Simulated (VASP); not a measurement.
# WC (P-6m2) in VASP: further runs, part 2 of 2

VASP 6.6.1. The steps go on from the part before.

**5. Single point, PBEsol (10.90 Å³/atom)**

This run uses another cell than the first one, of 10.90 Å³/atom.

The input, INCAR:

```
ALGO     = Normal         # electronic algorithm
EDIFF    = 1E-6           # SCF threshold, eV
ENCUT    = 520            # plane-wave cutoff, eV
GGA      = PS             # functional
ISIF     = 2              # what is computed and relaxed
ISMEAR   = 0              # smearing method
LASPH    = True           # aspherical terms in the spheres
LCHARG   = False          # write CHGCAR
LREAL    = False          # projectors in reciprocal space
LWAVE    = False          # write WAVECAR
NBANDS   = 16             # bands
NELM     = 80             # most SCF steps
PREC     = Accurate       # precision mode
SIGMA    = 0.1            # smearing width, eV
```

The input, KPOINTS:

```
k-points
0
Gamma
  18 18 14
```

The input, POSCAR:

```
WC
1.0
    2.9604361124      0.0000000000      0.0000000000
   -1.4802180562      2.5638128796      0.0000000000
    0.0000000000      0.0000000000      2.8731596135
W C
1 1
Direct
    0.0000000000      0.0000000000      0.0000000000
    0.6666666667      0.3333333333      0.5000000000
```

Potentials or basis: VASP PAW PBE potentials, release 64 (W_sv, C).

Command:

```
> cat potpaw_PBE.64/W_sv/POTCAR potpaw_PBE.64/C/POTCAR > POTCAR
> mpirun -np 1 vasp_std > vasp.out
```

OUTCAR:

```text
EDIFF = 1E-6
   ENCUT = 520
   GGA = PS
   ISIF = 2
   ISMEAR = 0
   LASPH = True
   LREAL = False
   NELM = 80
   PREC = Accurate

 ion  position               nearest neighbor table
   1  0.000  0.000  0.000-   2 2.23   2 2.23   2 2.23   2 2.23   2 2.23   2 2.23
   2  0.667  0.333  0.500-   1 2.23   1 2.23   1 2.23   1 2.23   1 2.23   1 2.23

  LATTYP: Found a hexagonal cell.
 ALAT       =     2.9604361124
 C/A-ratio  =     0.9705190399

  Lattice vectors:

 A1 = (   2.9604361124,   0.0000000000,   0.0000000000)
 A2 = (  -1.4802180562,   2.5638128796,   0.0000000000)
 A3 = (   0.0000000000,   0.0000000000,   2.8731596135)

Analysis of symmetry for initial positions (statically):
=====================================================================
 Subroutine PRICEL returns:
 Original cell was already a primitive cell.

 Routine SETGRP: Setting up the symmetry group for a
 hexagonal supercell.

 Subroutine GETGRP returns: Found 12 space group operations
 (whereof 12 operations were pure point group operations)
 out of a pool of 24 trial point group operations.

The static configuration has the point symmetry D_3h.

Analysis of symmetry for dynamics (positions and initial velocities):
=====================================================================
 Subroutine PRICEL returns:
 Original cell was already a primitive cell.

 Routine SETGRP: Setting up the symmetry group for a
 hexagonal supercell.

 Subroutine GETGRP returns: Found 12 space group operations
 (whereof 12 operations were pure point group operations)
 out of a pool of 24 trial point group operations.

The dynamic configuration has the point symmetry D_3h.

 Subroutine INISYM returns: Found 12 space group operations
 (whereof 12 operations are pure point group operations),
 and found     1 'primitive' translations

----------------------------------------------------------------------------------------

                                     Primitive cell

  volume of cell :      21.8073

  direct lattice vectors                    reciprocal lattice vectors
     2.960436112  0.000000000  0.000000000     0.337788070  0.195022033  0.000000000
    -1.480218056  2.563812880  0.000000000     0.000000000  0.390044066  0.000000000
     0.000000000  0.000000000  2.873159613     0.000000000  0.000000000  0.348048885

  length of vectors
     2.960436112  2.960436112  2.873159613     0.390044066  0.390044066  0.348048885

  position of ions in fractional coordinates (direct lattice)
     0.000000000  0.000000000  0.000000000
     0.666666667  0.333333333  0.500000000

  ion indices of the primitive-cell ions
   primitive index   ion index
                 1           1
                 2           2

----------------------------------------------------------------------------------------

 KPOINTS: k-points

Automatic generation of k-mesh.
 Grid dimensions read from file:
 generate k-points for:   18   18   14

 Generating k-lattice:

  Cartesian coordinates                     Fractional coordinates (reciprocal lattice)
     0.018766004  0.010834557  0.000000000     0.055555556 -0.000000000  0.000000000
     0.000000000  0.021669115  0.000000000     0.000000000  0.055555556  0.000000000
     0.000000000  0.000000000  0.024860635     0.000000000  0.000000000  0.071428571

  Length of vectors
     0.021669115  0.021669115  0.024860635

  Shift w.r.t. Gamma in fractional coordinates (k-lattice)
     0.000000000  0.000000000  0.000000000

 Subroutine IBZKPT returns following result:
 ===========================================

 Found    296 irreducible k-points:

 Following reciprocal coordinates:
            Coordinates               Weight
  0.000000  0.000000  0.000000      1.000000
  0.055556 -0.000000  0.000000      6.000000
  0.111111 -0.000000  0.000000      6.000000
  0.166667  0.000000  0.000000      6.000000
  0.222222  0.000000  0.000000      6.000000
  0.277778  0.000000  0.000000      6.000000
[... 16 lines left out ...]
  0.333333  0.111111  0.000000     12.000000
  0.388889  0.111111  0.000000     12.000000
 [... further k-points ...]
   k-points           NKPTS =    296   k-points in BZ     NKDIM =    296   number of bands    NBANDS=     16
   number of dos      NEDOS =    301   number of ions     NIONS =      2
   total plane-waves  NPLWV =  13824
   dimension x,y,z NGX =    24 NGY =   24 NGZ =   24
   dimension x,y,z NGXF=    48 NGYF=   48 NGZF=   48
   ions per type =               1   1
   NGX,Y,Z   is equivalent  to a cutoff of  13.48, 13.48, 13.89 a.u.
   NGXF,Y,Z  is equivalent  to a cutoff of  26.95, 26.95, 27.77 a.u.
 SYSTEM =  unknown system
   PREC   = accura    normal or accurate (medium, high low for compatibility)
   ISTART =      0    job   : 0-new  1-cont  2-samecut
   ICHARG =      2    charge: 1-file 2-atom 10-const
   ISPIN  =      1    spin polarized calculation?
   LNONCOLLINEAR =      F non collinear calculations
   LSORBIT =      F    spin-orbit coupling
   LASPH  =      T    aspherical Exc in radial PAW
   ENCUT  =  520.0 eV  38.22 Ry    6.18 a.u.   5.50  5.50  5.34*2*pi/ulx,y,z
   NELM   =     80;   NELMIN=  2; NELMDL= -5     # of ELM steps
   EDIFF  = 0.1E-05   stopping-criterion for ELM
   LREAL  =      F    real-space projection
   EDIFFG = 0.1E-04   stopping-criterion for IOM
   NSW    =      0    number of steps for IOM
   IBRION =     -1    ionic relax: 0-MD 1-quasi-New 2-CG
   NFREE  =      0    steps in history (QN), initial steepest desc. (CG)
   ISIF   =      2    stress and relaxation
   ISYM   =      2    0-nonsym 1-usesym 2-fastsym
   POTIM  = 0.5000    time-step for ionic-motion
   TEBEG  =    0.0;   TEEND  =   0.0 temperature during run
   PSTRESS=    0.0 pullay stress
   NELECT =      18.0000    total number of electrons
   NUPDOWN=      -1.0000    fix difference up-down
   EMIN   =  10.00;   EMAX   =-10.00  energy-range for DOS
   EFERMI =   0.00;   METHOD = LEGACY
   ISMEAR =     0;   SIGMA  =   0.10  broadening in eV -4-tet -1-fermi 0-gaus
   EFERMI_NEDOS =   21; number of points for ismear=-14 and -15
   IALGO  =     38    algorithm
   IMIX   =      4    mixing-type and parameters
     AMIX     =   0.40;   BMIX     =  1.00
     AMIX_MAG =   1.60;   BMIX_MAG =  1.00
  volume/ion in A,a.u.               =      10.90        73.58
  Fermi-wavevector in a.u.,A,eV,Ry     =   1.535672  2.901999 32.086454  2.358288
  Thomas-Fermi vector in A             =   2.642428
   LORBIT       =      0    0 simple, 1 ext, 2 COOP (PROOUT), +10 PAW based schemes
   GGA     = PS    functional components
   LHFCALC =     F    Hartree Fock is set to
   AEXX    =    0.0000 exact exchange contribution
   IVDW    =     0    specifies the selected vdW correction
   LEPSILON=     F    determine dielectric tensor
   LRPA    =     F    only Hartree local field effects (RPA)
 non-spin polarized calculation
 Gauss-broadening in eV      SIGMA  =   0.10
  energy-cutoff  :      520.00
  volume of cell :       21.81
 maximum number of plane-waves:       611
 NGX is ok and might be reduce to    24
   NGX = 11   NGY = 11   NGZ = 11

 number of electron      18.0000000 magnetization

 Free energy of the ion-electron system (eV)
  ---------------------------------------------------
  ext. energy  EPLUGINS =         0.00000000
  ---------------------------------------------------
  free energy    TOTEN  =       -23.82508531 eV

  energy without entropy =      -23.82356871  energy(sigma->0) =      -23.82432701

 E-fermi :  10.2223     XC(G=0): -13.6543

 val. band max:       10.2116205776   @ k =   0.3333   0.3333   0.0714
 cond. band min:      10.2325184242   @ k =   0.0556  -0.0000   0.2143
 fundamental gap:      0.0208978466
 Fermi energy:        10.2223284943

 k-point     1 :       0.0000    0.0000    0.0000
  band No.  band energies     occupation
      1     -63.8062      2.00000
      2     -27.7803      2.00000
      3     -27.7096      2.00000
      4     -27.7096      2.00000
      5      -3.8137      2.00000
      6       6.1892      2.00000
[... 8 lines left out ...]
     15      24.0954      0.00000
     16      26.4458      0.00000
[... 419 lines left out ...]
 k-point    24 :       0.3889    0.1111    0.0000
  band No.  band energies     occupation
      1     -63.7610      2.00000
      2     -28.3409      2.00000
      3     -27.9135      2.00000
      4     -27.6901      2.00000
      5      -0.5978      2.00000
      6       3.5924      2.00000
[... 8 lines left out ...]
     15      23.3436      0.00000
     16      27.0911      0.00000

 [... further k-points ...]
[... 5 lines left out ...]
  --------------------------------------------------------------------------------------
  -------------------------------------------------------------------------------------
  Total       -2.7276413     -2.7276413     -2.6879180      0.0000000      0.0000000      0.0000000
  in kB     -200.3992422   -200.3992422   -197.4807793      0.0000000      0.0000000      0.0000000
  external PRESSURE =    -199.4264212 kB  Pullay stress =       0.0000000 kB

 VOLUME and BASIS-vectors are now :
 -----------------------------------------------------------------------------
  energy-cutoff  :      520.00
  volume of cell :       21.81
      direct lattice vectors                 reciprocal lattice vectors
     2.960436112  0.000000000  0.000000000     0.337788070  0.195022033  0.000000000
    -1.480218056  2.563812880  0.000000000     0.000000000  0.390044066  0.000000000
     0.000000000  0.000000000  2.873159613     0.000000000  0.000000000  0.348048885

 POSITION                                       TOTAL-FORCE (eV/Angst)
 -----------------------------------------------------------------------------------
      0.00000      0.00000      0.00000        -0.000000      0.000000      0.000000
      1.48022      0.85460      1.43658         0.000000      0.000000      0.000000
 -----------------------------------------------------------------------------------
    total drift:                               -0.000000      0.000000      0.000000

  FREE ENERGIE OF THE ION-ELECTRON SYSTEM (eV)
  ---------------------------------------------------
  free  energy   TOTEN  =       -23.8250853121 eV

  energy  without entropy=      -23.8235687096  energy(sigma->0) =      -23.82432701
```

Wall time 38 s (1 thread of Intel Xeon Platinum 8488C (Sapphire Rapids), shared host); peak memory 0.22 GiB.

What came out:

```
Free energy            : -23.8251 eV
Pressure               : -19.9 GPa
Band gap on the k mesh : zero (bands 9 and 10 overlap by 1.17 eV)
```

Caveat: the cell stands under tension; the PAW data sets were made with another functional, which shifts forces and pressure a little; spin-orbit coupling is left out, which moves the levels of the heavy elements.

**6. Single point, PBEsol (11.32 Å³/atom)**

This run uses another cell than the first one, of 11.32 Å³/atom.

The input, INCAR:

```
SYSTEM = WC
PREC = Accurate
ENCUT = 520
EDIFF = 1E-6
ISMEAR = 0
SIGMA = 0.1
LREAL = .FALSE.
LASPH = .TRUE.
NELM = 60
ALGO = Normal
ISIF = 2
LWAVE = .FALSE.
LCHARG = .FALSE.
GGA = PS
NBANDS = 16
```

The input, KPOINTS:

```
Automatic mesh
0
G
  18 18 14
  0 0 0
```

The input, POSCAR:

```
WC
1.0
    3.0007743712      0.0000000000      0.0000000000
   -1.5003871856      2.5987468365      0.0000000000
    0.0000000000      0.0000000000      2.9019590224
W C
1 1
Direct
    0.0000000000      0.0000000000      0.0000000000
    0.6666666667      0.3333333333      0.5000000000
```

Potentials or basis: VASP PAW PBE potentials, release 64 (W_sv, C).

Command:

```
> cat potpaw_PBE.64/W_sv/POTCAR potpaw_PBE.64/C/POTCAR > POTCAR
> mpirun -np 1 vasp_std > vasp.out
```

It took 41 s on 1 thread of Intel Xeon Platinum 8488C (Sapphire Rapids), shared host; peak memory 0.22 GiB.

The run converged. Its results:

```
Free energy            : -23.6943 eV
Pressure               : -30.8 GPa
Band gap on the k mesh : zero (bands 9 and 10 overlap by 1.15 eV)
```

Stress tensor (GPa, compression positive):
```
-30.85   0.00   0.00
  0.00 -30.85   0.00
  0.00   0.00 -30.59
```

Levels at points of the mesh, in eV from the Fermi level:
```tsv
k point	band 5	band 6	band 7	band 8	band 9	band 10	band 11	band 12	band 13	band 14
(0.00, 0.00, 0.00)	-13.76	-3.83	-3.03	-3.03	0.21	2.87	2.87	5.23	5.23	5.73
(0.50, 0.00, 0.00)	-10.69	-6.63	-3.18	-3.15	-0.44	2.12	3.99	4.26	6.41	9.06
(0.00, 0.00, 0.50)	-10.13	-8.09	-1.86	-1.86	-0.48	-0.48	3.49	4.26	4.26	9.42
(0.50, 0.00, 0.50)	-10.67	-5.93	-3.94	-3.93	0.19	3.87	4.73	5.90	8.35	8.96
```

Caveat: the cell stands under tension; the PAW data sets were made with another functional, which shifts forces and pressure a little; spin-orbit coupling is left out, which moves the levels of the heavy elements.

**7. Overview**

```tsv
cell	gap on the mesh (eV)	pressure (GPa)
a = 2.867, b = 2.867, c = 2.804 Å, angles 90.0, 90.0, 120.0°, 2 atoms	none	14.7
a = 2.906, b = 2.907, c = 2.837 Å, angles 90.0, 90.0, 120.0°, 2 atoms	none	-2.3
a = 2.930, b = 2.930, c = 2.851 Å, angles 90.0, 90.0, 120.0°, 2 atoms	none	-10.2
a = 2.960, b = 2.960, c = 2.873 Å, angles 90.0, 90.0, 120.0°, 2 atoms	none	-19.9
a = 3.001, b = 3.001, c = 2.902 Å, angles 90.0, 90.0, 120.0°, 2 atoms	none	-30.8
```

Alike in all rows: task single point; level PBEsol; potentials or basis VASP PAW PBE potentials, release 64 (W_sv, C); no spin polarisation; k mesh 18 × 18 × 14; cutoff (eV) 520; smearing gaussian 0.1 eV.

Caveats: the PAW data sets were made with another functional, which shifts forces and pressure a little; spin-orbit coupling is left out, which moves the levels of the heavy elements; the cell stands under tension (at least some runs); the cell stands under pressure (at least some runs).

Total energies depend on the potentials used, so only differences within one code and one set of settings carry meaning.

The gap in the log of VASP goes by the Fermi energy; the results here count the filled bands.